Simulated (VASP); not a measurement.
# Ru (P6/mmm) in VASP: further runs, part 2 of 2

VASP 6.6.1.

### Step 4. Single point, BLYP

This run uses another cell than the first one, of 14.80 Å³/atom.

INCAR reads:

```
SYSTEM = Ru
  AGGAC = 1.0
  AGGAX = 1.0
  ALDAC = 0.0
  ALDAX = 1.0
  ALGO = Normal
  EDIFF = 1E-6
  ENCUT = 520
  GGA = B5
  ISIF = 2
  ISMEAR = -1
  LASPH = .TRUE.
  LCHARG = .TRUE.
  LELF = .TRUE.
  LREAL = .FALSE.
  LVHAR = .TRUE.
  LWAVE = .FALSE.
  NBANDS = 28
  NELM = 80
  PREC = Accurate
  SIGMA = 0.1
```

KPOINTS reads:

```
k-points
0
G
  11 11 15
  0 0 0
```

POSCAR reads:

```
Ru
1.0
    4.3319771579      0.0000000000      0.0000000000
   -2.1659885789      3.7516022674      0.0000000000
    0.0000000000      0.0000000000      2.7327605312
Ru
3
Direct
    0.0000000000      0.0000000000      0.0000000000
    0.3333333333      0.6666666667      0.5000000000
    0.6666666667      0.3333333333      0.5000000000
```

Potentials or basis: VASP PAW PBE potentials, release 64 (Ru_pv).

Started as:

```
> cat potpaw_PBE.64/Ru_pv/POTCAR > POTCAR
> mpirun -np 1 vasp_std > vasp.out
```

OUTCAR:

```text
SYSTEM = Ru
   EDIFF = 1E-6
   ENCUT = 520
   GGA = B5
   ISIF = 2
   ISMEAR = -1
   LASPH = .TRUE.
   LREAL = .FALSE.
   NELM = 80
   PREC = Accurate

 ion  position               nearest neighbor table
   1  0.000  0.000  0.000-   2 2.85   3 2.85   2 2.85   3 2.85   3 2.85   3 2.85   2 2.85   2 2.85
                             3 2.85   3 2.85   2 2.85   2 2.85
   2  0.333  0.667  0.500-   3 2.50   3 2.50   3 2.50   1 2.85   1 2.85   1 2.85   1 2.85   1 2.85
                             1 2.85
   3  0.667  0.333  0.500-   2 2.50   2 2.50   2 2.50   1 2.85   1 2.85   1 2.85   1 2.85   1 2.85
                             1 2.85

  LATTYP: Found a hexagonal cell.
 ALAT       =     4.3319771579
 C/A-ratio  =     0.6308344739

  Lattice vectors:

 A1 = (   4.3319771579,   0.0000000000,   0.0000000000)
 A2 = (  -2.1659885789,   3.7516022674,   0.0000000000)
 A3 = (   0.0000000000,   0.0000000000,   2.7327605312)

Analysis of symmetry for initial positions (statically):
=====================================================================
 Subroutine PRICEL returns:
 Original cell was already a primitive cell.

 Routine SETGRP: Setting up the symmetry group for a
 hexagonal supercell.

 Subroutine GETGRP returns: Found 24 space group operations
 (whereof 24 operations were pure point group operations)
 out of a pool of 24 trial point group operations.

The static configuration has the point symmetry D_6h.

Analysis of symmetry for dynamics (positions and initial velocities):
=====================================================================
 Subroutine PRICEL returns:
 Original cell was already a primitive cell.

 Routine SETGRP: Setting up the symmetry group for a
 hexagonal supercell.

 Subroutine GETGRP returns: Found 24 space group operations
 (whereof 24 operations were pure point group operations)
 out of a pool of 24 trial point group operations.

[... 116 lines left out ...]
   EFERMI =   0.00;   METHOD = LEGACY
   ISMEAR =    -1;   SIGMA  =   0.10  broadening in eV -4-tet -1-fermi 0-gaus
   EFERMI_NEDOS =   21; number of points for ismear=-14 and -15
   IALGO  =     38    algorithm
   IMIX   =      4    mixing-type and parameters
     AMIX     =   0.40;   BMIX     =  1.00
     AMIX_MAG =   1.60;   BMIX_MAG =  1.00
  volume/ion in A,a.u.               =      14.80        99.90
  Fermi-wavevector in a.u.,A,eV,Ry     =   1.606903  3.036607 35.132125  2.582138
  Thomas-Fermi vector in A             =   2.703017
   LORBIT       =      0    0 simple, 1 ext, 2 COOP (PROOUT), +10 PAW based schemes
   GGA     = B5    functional components
   LHFCALC =     F    Hartree Fock is set to
   AEXX    =    0.0000 exact exchange contribution
   IVDW    =     0    specifies the selected vdW correction
   LEPSILON=     F    determine dielectric tensor
   LRPA    =     F    only Hartree local field effects (RPA)
 non-spin polarized calculation
  energy-cutoff  :      520.00
  volume of cell :       44.41
 maximum number of plane-waves:      1214
   NGX = 17   NGY = 17   NGZ = 11

 number of electron      42.0000010 magnetization

 Free energy of the ion-electron system (eV)
  ---------------------------------------------------
  ext. energy  EPLUGINS =         0.00000000
  ---------------------------------------------------
  free energy    TOTEN  =       -23.17364718 eV

  energy without entropy =      -23.04227188  energy(sigma->0) =      -23.10795953

 E-fermi :  12.0239     XC(G=0): -12.9124

 val. band max:       12.0116037477   @ k =   0.2727   0.0909   0.2667
 cond. band min:      12.0284594469   @ k =   0.4545   0.0909   0.4667
 fundamental gap:      0.0168556992
 Fermi energy:        12.0238583310

 k-point     1 :       0.0000    0.0000    0.0000
  band No.  band energies     occupation
      1     -31.2646      2.00000
      2     -31.2646      2.00000
      3     -30.8862      2.00000
      4     -30.8862      2.00000
      5     -30.6821      2.00000
      6     -30.4739      2.00000
[... 733 lines left out ...]
     27      17.2615      0.00000
     28      21.9254      0.00000

 [... further k-points ...]

------------------------ aborting loop because EDIFF is reached ----------------------------------------

  FORCE on cell =-STRESS in cart. coord.  units (eV):
  Direction    XX          YY          ZZ          XY          YZ          ZX
  --------------------------------------------------------------------------------------
  -------------------------------------------------------------------------------------
  Total        0.1880503      0.1880503      0.1765376      0.0000000     -0.0000000      0.0000000
  in kB        6.7839088      6.7839088      6.3685897      0.0000000     -0.0000000      0.0000000
  external PRESSURE =       6.6454691 kB  Pullay stress =       0.0000000 kB

 VOLUME and BASIS-vectors are now :
 -----------------------------------------------------------------------------
  energy-cutoff  :      520.00
  volume of cell :       44.41
      direct lattice vectors                 reciprocal lattice vectors
     4.331977158  0.000000000  0.000000000     0.230841476  0.133276388  0.000000000
    -2.165988579  3.751602267  0.000000000     0.000000000  0.266552776  0.000000000
     0.000000000  0.000000000  2.732760531     0.000000000  0.000000000  0.365930344

 POSITION                                       TOTAL-FORCE (eV/Angst)
 -----------------------------------------------------------------------------------
      0.00000      0.00000      0.00000         0.000000      0.000000      0.000000
     -0.00000      2.50107      1.36638        -0.000000      0.000000      0.000000
      2.16599      1.25053      1.36638         0.000000      0.000000     -0.000000
 -----------------------------------------------------------------------------------
    total drift:                               -0.000000      0.000000      0.000000

  FREE ENERGIE OF THE ION-ELECTRON SYSTEM (eV)
  ---------------------------------------------------
  free  energy   TOTEN  =       -23.1736471839 eV

  energy  without entropy=      -23.0422718833  energy(sigma->0) =      -23.10795953
```

OSZICAR:

```text
N       E                     dE             d eps       ncg     rms          rms(c)
DAV:   1     0.482475658192E+03    0.48248E+03   -0.25443E+04  7176   0.163E+03
DAV:   2    -0.119466685535E+02   -0.49442E+03   -0.48260E+03  7560   0.503E+02
DAV:   3    -0.247215553871E+02   -0.12775E+02   -0.12440E+02  7772   0.875E+01
DAV:   4    -0.248717488775E+02   -0.15019E+00   -0.15001E+00  9076   0.856E+00
DAV:   5    -0.248746439242E+02   -0.28950E-02   -0.28948E-02  8092   0.110E+00    0.176E+01
DAV:   6    -0.233292820465E+02    0.15454E+01   -0.51005E+00  7944   0.183E+01    0.527E+00
DAV:   7    -0.239739117219E+02   -0.64463E+00   -0.57928E+00  7952   0.202E+01    0.845E+00
DAV:   8    -0.231801473941E+02    0.79376E+00   -0.33103E+00  7788   0.101E+01    0.115E+00
DAV:   9    -0.231735277372E+02    0.66197E-02   -0.30181E-02  8052   0.137E+00    0.168E-01
DAV:  10    -0.231736259501E+02   -0.98213E-04   -0.10515E-03  9296   0.261E-01    0.514E-02
DAV:  11    -0.231736424238E+02   -0.16474E-04   -0.36587E-05  8364   0.441E-02    0.175E-02
DAV:  12    -0.231736480219E+02   -0.55981E-05   -0.53531E-06  6940   0.193E-02    0.356E-03
DAV:  13    -0.231736471839E+02    0.83801E-06   -0.55902E-07  4976   0.719E-03
   1 F= -.23173647E+02 E0= -.23107960E+02  d E =-.131375E+00
```

stdout:

```text
POSCAR found type information on POSCAR Ru
 POSCAR found :  1 types and       3 ions
 scaLAPACK will be used
 -----------------------------------------------------------------------------
|                                                                             |
|                                                                             |
|     You enforced a specific xc type in the INCAR file but a different       |
|     I HOPE YOU KNOW WHAT YOU ARE DOING!                                     |
|                                                                             |
 -----------------------------------------------------------------------------

 LDA part: xc-table for (Slater(with rela. corr.)+VWN5), standard interpolation
 POSCAR, INCAR and KPOINTS ok, starting setup
 FFT: planning ... GRIDC
 FFT: planning ... GRID_SOFT
 FFT: planning ... GRID
 WAVECAR not read
 entering main loop
```

Run time: 1.9 min. Hardware: 1 thread of Intel Xeon Platinum 8259CL at 2.50GHz (Skylake/Cascade Lake), shared host; peak memory 0.23 GiB.

What came out:

- Free energy: -23.1736 eV
- Pressure: 0.7 GPa
- Band gap on the k mesh: zero (bands 21 and 22 overlap by 2.17 eV)

Caveat: the PAW data sets were made with another functional, which shifts forces and pressure a little.

### Step 5. Relaxation of cell and atoms, BLYP

This run uses another cell than the first one, of 13.55 Å³/atom.

INCAR reads:

```
  PREC = Accurate
  ENCUT = 600
  EDIFF = 1E-6
  ISMEAR = -1
  SIGMA = 0.1
  LREAL = False
  LASPH = True
  NELM = 60
  ALGO = Normal
  ISIF = 3
  LWAVE = False
  LCHARG = False
  GGA = B5
  ALDAX = 1.0
  AGGAX = 1.0
  AGGAC = 1.0
  ALDAC = 0.0
  IBRION = 2
  NSW = 80
  EDIFFG = -0.01
```

KPOINTS reads:

```
regular mesh
0
Gamma
  9 9 12
```

POSCAR reads:

```
Ru
1.0
    4.2469224303      0.0000000000      0.0000000000
   -2.1234612151      3.6779427125      0.0000000000
    0.0000000000      0.0000000000      2.6033634498
Ru
3
Direct
    0.0000000000      0.0000000000      0.0000000000
    0.3333333333      0.6666666667      0.5000000000
    0.6666666667      0.3333333333      0.5000000000
```

Started as:

```
> cat potpaw_PBE.64/Ru_pv/POTCAR > POTCAR
> mpirun -np 1 vasp_std > vasp.out
```

Run time: 11 min. Hardware: 1 thread of Intel Xeon Platinum 8259CL at 2.50GHz (Skylake/Cascade Lake), shared host; peak memory 0.24 GiB.

The run converged. Its results:

* Free energy: -23.1696 eV
* Relaxed volume: 14.84 Å³/atom
* Relaxed cell: a = 4.336 Å, b = 4.336 Å, c = 2.735 Å, α = 90.00°, β = 90.00°, γ = 120.00°
* Space group after relaxing (to 0.1 Å): P6/mmm (No. 191)
* Energy gained by relaxing: 109.2 meV/atom
* Ionic steps: 10
* Pressure after relaxing: 0.0 GPa
* Band gap on the k mesh: zero (bands 21 and 22 overlap by 2.22 eV)

Stress tensor (GPa, compression positive):
```
 0.03  0.00  0.00
 0.00  0.03  0.00
 0.00  0.00 -0.05
```

Step by step:
```csv
step,energy change (eV),largest force (eV/Å),pressure (GPa),volume (Å³)
1,0.0000,0.0000,27.96,40.66
2,1.1662,0.0000,-32.28,56.21
3,-0.3150,0.0000,-2.52,44.93
4,-0.3175,0.0000,-0.79,44.60
5,-0.3175,0.0000,-0.34,44.52
6,-0.3265,0.0000,0.59,44.44
7,-0.3274,0.0000,0.35,44.46
8,-0.3274,0.0000,0.34,44.46
9,-0.3273,0.0000,-0.56,44.63
10,-0.3275,0.0000,0.00,44.52
```

Final structure:
```
Ru
1.0
     4.33581    0.00000    0.00000
    -2.16790    3.75492    0.00000
     0.00000    0.00000    2.73460
Ru
3
Direct
  0.00000 0.00000 0.00000
  0.33333 0.66667 0.50000
  0.66667 0.33333 0.50000
```

Levels at points of the mesh, in eV from the Fermi level:
| k point | band 18 | band 19 | band 20 | band 21 | band 22 | band 23 | band 24 | band 25 |
| --- | --- | --- | --- | --- | --- | --- | --- | --- |
| (0.00, 0.00, 0.00) | -1.94 | -1.94 | -1.35 | -1.35 | -1.23 | -1.23 | 1.46 | 1.46 |
| (0.00, 0.00, 0.50) | -1.74 | -1.74 | 0.58 | 0.58 | 1.19 | 1.19 | 2.13 | 3.18 |

Caveat: the PAW data sets were made with another functional, which shifts forces and pressure a little.

### Step 6. The runs side by side

```tsv
task	potentials or basis	cell	k mesh	cutoff (eV)	gap on the mesh (eV)	pressure (GPa)
single point	VASP PAW PBE potentials, release 64 (Ru_sv)	a = 4.213, b = 4.213, c = 2.658 Å, angles 90.0, 90.0, 120.0°, 3 atoms	10 × 10 × 13	600	none	26.3
single point	VASP PAW PBE potentials, release 64 (Ru_sv)	a = 4.273, b = 4.273, c = 2.696 Å, angles 90.0, 90.0, 120.0°, 3 atoms	10 × 10 × 13	600	none	11.8
single point	VASP PAW PBE potentials, release 64 (Ru_pv)	a = 4.332, b = 4.332, c = 2.733 Å, angles 90.0, 90.0, 120.0°, 3 atoms	11 × 11 × 15	520	none	0.7
relaxation of cell and atoms	VASP PAW PBE potentials, release 64 (Ru_pv)	relaxed from a = 4.247, b = 4.247, c = 2.603 Å, angles 90.0, 90.0, 120.0°, 3 atoms	9 × 9 × 12	600	none	0.0
```

Alike in all rows: level BLYP; no spin polarisation; smearing fermi-dirac 0.1 eV.

Caveats: the PAW data sets were made with another functional, which shifts forces and pressure a little; the cell stands under pressure (at least some runs).

Absolute energies hang on the potentials; compare differences alone.
